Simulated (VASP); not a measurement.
Write the native input for VASP 6.6.1 that does the following.

| Property | Result |
| --- | --- |
| Task | relaxation of cell and atoms |
| Functional | PBE |
| Potentials or basis | VASP PAW PBE potentials, release 64 (Ga_d, As) |
| Cutoff | 600 eV |
| k mesh | 12 × 12 × 12 |
| Occupations | gaussian, width 0.02 eV |
| Spin | no spin polarisation |
| Target pressure | 20 GPa |
| Dipole correction | no |
| Further INCAR settings | ALGO = Normal; EDIFF = 1e-06; IBRION = 2; EDIFFG = -0.001; NSW = 80; ISIF = 3 |

The structure of GaAs lies in POSCAR:

```
GaAs
1.0
    0.0000000000      2.8726922659      2.8726922659
    2.8726922659      0.0000000000      2.8726922659
    2.8726922659      2.8726922659      0.0000000000
Ga As
1 1
Direct
    0.0000000000      0.0000000000      0.0000000000
    0.7500000000      0.7500000000      0.7500000000
```

These files were run (other wordings do the same):

INCAR

```
PREC = Accurate ; ENCUT = 600
EDIFF = 1E-6 ; ISMEAR = 0
SIGMA = 0.02 ; LREAL = F
LASPH = T ; NELM = 60
ALGO = Normal ; ISIF = 3
LWAVE = F ; LCHARG = F
GGA = PE ; IBRION = 2
NSW = 80 ; EDIFFG = -0.001
PSTRESS = 200.0
```

KPOINTS

```
regular mesh
0
Gamma
  12 12 12
```

Potentials or basis: VASP PAW PBE potentials, release 64 (Ga_d, As).

Command:

```console
$ cat potpaw_PBE.64/Ga_d/POTCAR potpaw_PBE.64/As/POTCAR > POTCAR
$ mpirun -np 1 vasp_std > vasp.out
```

Results of the run:

* Relaxed volume: 19.37 Å³/atom
* Relaxed cell: a = 3.798 Å, b = 3.798 Å, c = 3.798 Å, α = 60.00°, β = 60.00°, γ = 60.00°
* Space group after relaxing (to 0.1 Å): F-43m (No. 216)
* Energy change on relaxing (the run minimises the enthalpy): +226.5 meV/atom
* Ionic steps: 9
* Pressure after relaxing: 20.0 GPa
* Band gap on the k mesh: 1.13 eV (least direct gap 1.74 eV)

Caveat: the cell is relaxed towards a set pressure, so the run minimises the enthalpy, not the energy; the volume moved by over 15 % at a fixed basis, so the end points are rough.

It took 3.6 min on 1 thread of Intel(R) Xeon(R) Platinum 8259CL CPU @ 2.50GHz (Skylake/Cascade Lake), with other jobs on the host, peak memory 0.23 GiB.
